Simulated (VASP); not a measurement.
A run of VASP 6.6.1:

INCAR

```
PREC = Accurate
ENCUT = 520
EDIFF = 1E-6
ISMEAR = 0
SIGMA = 0.05
LREAL = Auto
LASPH = True
NELM = 80
ALGO = Normal
ISIF = 2
LWAVE = False
LCHARG = False
GGA = PS
NBANDS = 76
```

Contents of KPOINTS:

```
Automatic mesh
0
Gamma
  6 6 3
```

Contents of POSCAR:

```
AlGa3N4
1.0
    0.0000000000     -4.4676279353      0.0000000000
    0.0000000000      0.0000000000     -4.4676279353
    8.9352558707     -1.1169069838     -1.1169069838
Al Ga N
2 6 8
Direct
    0.7965625000      0.7965625000      0.8137500000
    0.9215625000      0.9215625000      0.3137500000
    0.4840625000      0.9840625000      0.0637500000
    0.3590625000      0.8590625000      0.5637500000
    0.9840625000      0.4840625000      0.0637500000
    0.8590625000      0.3590625000      0.5637500000
    0.2965625000      0.2965625000      0.8137500000
    0.4215625000      0.4215625000      0.3137500000
    0.1971527146      0.7072145553      0.1912654602
    0.0721527146      0.5822145554      0.6912654602
    0.7072145553      0.1971527146      0.1912654602
    0.5822145554      0.0721527146      0.6912654602
    0.0109104446      0.0109104446      0.9362345398
    0.1359104447      0.1359104447      0.4362345398
    0.5209722854      0.5209722854      0.9362345398
    0.6459722854      0.6459722854      0.4362345398
```

Potentials or basis: VASP PAW PBE potentials, release 64 (Al, Ga_d, N).

Launch:

```sh
$ cat potpaw_PBE.64/Al/POTCAR potpaw_PBE.64/Ga_d/POTCAR potpaw_PBE.64/N/POTCAR > POTCAR
$ mpirun -np 1 vasp_std > vasp.out
```

Hardware: 1 thread of AMD EPYC 9R45 96-Core Processor (Zen 5), on a shared host.

Task: How long does it take, and how much memory?

Result: It took 13 min on 1 thread of AMD EPYC 9R45 96-Core Processor (Zen 5), with other jobs on the host, peak memory 0.43 GiB. Counts: scf iterations 17, k points 34.
